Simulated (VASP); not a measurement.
Write the native input for VASP 6.6.1 that does the following.

- Task: single point
- Functional: LDA
- Potentials or basis: VASP PAW LDA potentials, release 64 (Al)
- Cutoff: 520 eV
- k mesh: 19 × 19 × 19
- Occupations: fermi-dirac, width 0.08 eV
- Spin: no spin polarisation
- Dipole correction: no
- Further INCAR settings: ALGO = Normal; EDIFF = 1e-07; NBANDS = 8

The structure of Al lies in POSCAR:

```
Al
1.0
   -1.4020362215      1.4020362215      1.4020362215
    1.4020362215     -1.4020362215      1.4020362215
    1.4020362215      1.4020362215     -1.4020362215
Al
1
Direct
    0.0000000000      0.0000000000      0.0000000000
```

This cell differs from its parent crystal: volume scaled by 0.68.

One way to write it, as run:

INCAR

```
SYSTEM = Al
ALGO = Normal ; EDIFF = 1E-7
ENCUT = 520 ; ISIF = 2
ISMEAR = -1 ; LASPH = .TRUE.
LCHARG = .FALSE. ; LREAL = .FALSE.
LWAVE = .FALSE. ; NBANDS = 8
NELM = 100 ; PREC = Accurate
SIGMA = 0.08
```

KPOINTS

```
k-points
0
G
  19 19 19
  0 0 0
```

Potentials or basis: VASP PAW LDA potentials, release 64 (Al).

Run with:

```console
$ cat potpaw_LDA.64/Al/POTCAR > POTCAR
$ mpirun -np 1 vasp_std > vasp.out
```

It gave:

```yaml
Pressure: 65.6 GPa
```

Wall time 10 s on 1 thread of Intel(R) Xeon(R) Platinum 8259CL CPU @ 2.50GHz (Skylake/Cascade Lake), on a shared host, peak memory 0.12 GiB.
